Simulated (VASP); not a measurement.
The system is ScAl3.

```
Sc Al
1.0
     2.72856    0.00000    0.00000
    -1.36428    2.36300    0.00000
     0.00000    0.00000   10.13013
Sc Al
1 3
Cartesian
  0.0000 1.5753 0.0000
  0.0000 1.5753 5.0651
  1.3643 0.7877 2.5325
  1.3643 0.7877 7.5976
```

| Item | Value |
| --- | --- |
| Program | VASP 6.6.1 |
| Task | relaxation of cell and atoms |
| Functional | PBE |
| Potentials or basis | VASP PAW PBE potentials, release 64 (Sc_sv, Al) |
| Cutoff | 600 eV |
| k mesh | 6 × 6 × 2 |
| Occupations | gaussian, width 0.1 eV |
| Spin | no spin polarisation |

At the start: pressure 11.8 GPa; volume 16.33 Å³/atom.

Task: How do energy, volume and symmetry change on relaxing?

Result: Over 10 steps the energy falls by 203.5 meV/atom and the volume is 18.48 Å³/atom (+13.2 %); space group P-6m2 (No. 187, to 0.05 Å).

Step by step:
```
step  energy change (eV)  largest force (eV/Å)  pressure (GPa)  volume (Å³)
   1              0.0000                0.2002           11.75        65.32
   2             -0.5736                0.3429           -2.83        77.12
   3             -0.5747                0.3216           -4.32        79.22
   4             -0.7568                0.2938           -2.62        77.58
   5             -0.7581                0.3009           -2.79        77.72
   6             -0.8013                0.2768            0.25        73.94
   7             -0.8014                0.2750            0.44        73.73
   8             -0.8091                0.1753            0.22        73.82
   9             -0.8126                0.0598           -0.02        73.93
  10             -0.8139                0.0099            0.05        73.91
```

Final structure:
```yaml
crystal:
  lattice:
    - [3.00992, 0.00000, 0.00000]
    - [-1.50496, 2.60667, 0.00000]
    - [0.00000, 0.00000, 9.41993]
  atoms:
    - { symbol: Sc, position: [0.33333, 0.66667, 0.00000] }
    - { symbol: Al, position: [0.33333, 0.66667, 0.50000] }
    - { symbol: Al, position: [0.66667, 0.33333, 0.25884] }
    - { symbol: Al, position: [0.66667, 0.33333, 0.74116] }
```

Caveat: the k points lie up to 0.40 Å⁻¹ apart in the final cell.
